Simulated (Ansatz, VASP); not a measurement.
## C: VASP beside Ansatz

The input INCAR:

```
SYSTEM = C
  PREC = Accurate
  ENCUT = 600
  EDIFF = 1E-6
  ISMEAR = 0
  SIGMA = 0.15
  LREAL = .False.
  LASPH = .True.
  NELM = 120
  ALGO = Normal
  ISIF = 2
  LWAVE = .False.
  LCHARG = .False.
  GGA = PS
  IVDW = 12
  NBANDS = 16
  GGA_COMPAT = .False.
```

File KPOINTS:

```
Automatic mesh
0
Gamma
  18 12 10
  0 0 0
```

Contents of POSCAR:

```
C
1.0
   -2.4576582504      0.0000000000      0.0000000000
    0.0000000000      0.0000000000     -3.5294825081
    0.0000000000     -4.2567889574      0.0000000000
C
4
Direct
    0.5000000000      0.0000000000      0.1737142324
    0.0000000000      0.0000000000      0.6525715352
    0.0000000000      0.0000000000      0.3262857676
    0.5000000000      0.0000000000      0.8474284648
```

Input for Ansatz:

```yaml
crystal:
  lattice:
    - [-2.4576582504, 0.0, 0.0]
    - [0.0, 0.0, -3.5294825081]
    - [0.0, -4.2567889574, 0.0]
  atoms:
    - { symbol: C, position: [0.5, 0.0, 0.1737142324] }
    - { symbol: C, position: [0.0, 0.0, 0.6525715352] }
    - { symbol: C, position: [0.0, 0.0, 0.3262857676] }
    - { symbol: C, position: [0.5, 0.0, 0.8474284648] }
basis:
  ecutwfc: 520.0
kpoints:
  mp_grid: { grid: [18, 12, 10] }
hamiltonian:
  xc: pbesol
  pseudopotentials: { kind: paw, azcp: { folder: soft_1 } }
  dispersion: d3bj
scf:
  occupations: { method: gaussian, width: 0.15 }
output:
  forces: true
  stress: true
  eigenvalues: true
```

Change from the starting cell: mode 8 frozen in at -0.045 Å and mode 12 at +0.015 Å (largest displacements).

Alike in both runs: task single point; functional PBEsol; dispersion D3(BJ); k mesh 18 × 12 × 10; occupations gaussian, width 0.15 eV; no spin polarisation.

```csv
,VASP,Ansatz
version,VASP 6.6.1,Ansatz 0.2.0
potentials or method,"VASP PAW PBE potentials, release 64 (C), cutoff 600 eV","scalar-relativistic, plane waves, PAW"
valence electrons in the cell,16,16
```

VASP gave:

* gap on the k mesh at the Fermi level (eV): none
* pressure (GPa): 2.1
* traceless stress, the component that is largest in VASP (GPa): -2.50
* rms of the force components (eV/Å): 2.222

Problem. What did Ansatz give for the same quantities?

Solution. gap on the k mesh at the Fermi level (eV): none; pressure (GPa): 1.9; traceless stress, the component that is largest in VASP (GPa): -1.93; rms of the force components (eV/Å): 2.218.

VASP's potentials were made for PBE, not for PBEsol, and Ansatz warns of the same on its side. Atom by atom the forces differ by 0.007 eV/Å (rms over components). A gap of «none» marks a metal or a gap that the smearing closes.
